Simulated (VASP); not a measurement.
Here is a VASP 6.6.1 calculation.

The input INCAR:

```
SYSTEM = HfB2
PREC = Accurate
ENCUT = 500
EDIFF = 1E-6
ISMEAR = 0
SIGMA = 0.1
LREAL = .FALSE.
LASPH = .TRUE.
NELM = 120
ALGO = Normal
ISIF = 2
LWAVE = .FALSE.
LCHARG = .TRUE.
GGA = PE
LELF = .TRUE.
LVHAR = .TRUE.
NBANDS = 15
GGA_COMPAT = .FALSE.
```

KPOINTS

```
Automatic mesh
0
G
  2 2 2
  0 0 0
```

The input POSCAR:

```
HfB2
1.0
    3.1193535627      0.0207163294      0.0030940660
   -1.5417359138      2.6935434005     -0.0072077118
    0.0034363296     -0.0072594398      3.4654483732
Hf B
1 2
Direct
    0.0000000000      0.0000000000      0.0000000000
    0.3333333333      0.6666666667      0.5000000000
    0.6666666667      0.3333333333      0.5000000000
```

Potentials or basis: VASP PAW PBE potentials, release 64 (Hf_pv, B).

Run with:

```bash
$ cat potpaw_PBE.64/Hf_pv/POTCAR potpaw_PBE.64/B/POTCAR > POTCAR
$ mpirun -np 1 vasp_std > vasp.out
```

Predict the largest force.

0.445 eV/Å.

Estimate the band gap on the k mesh.

0.07 eV, direct.

Forces on the atoms (eV/Å):
```
Hf   0.000  0.000  0.000
B    0.445  0.003  0.006
B   -0.445 -0.003 -0.006
```

Caveat: the k points lie up to 1.16 Å⁻¹ apart; spin-orbit coupling is left out, which moves the levels of the heavy elements. A k mesh can miss the band edges.
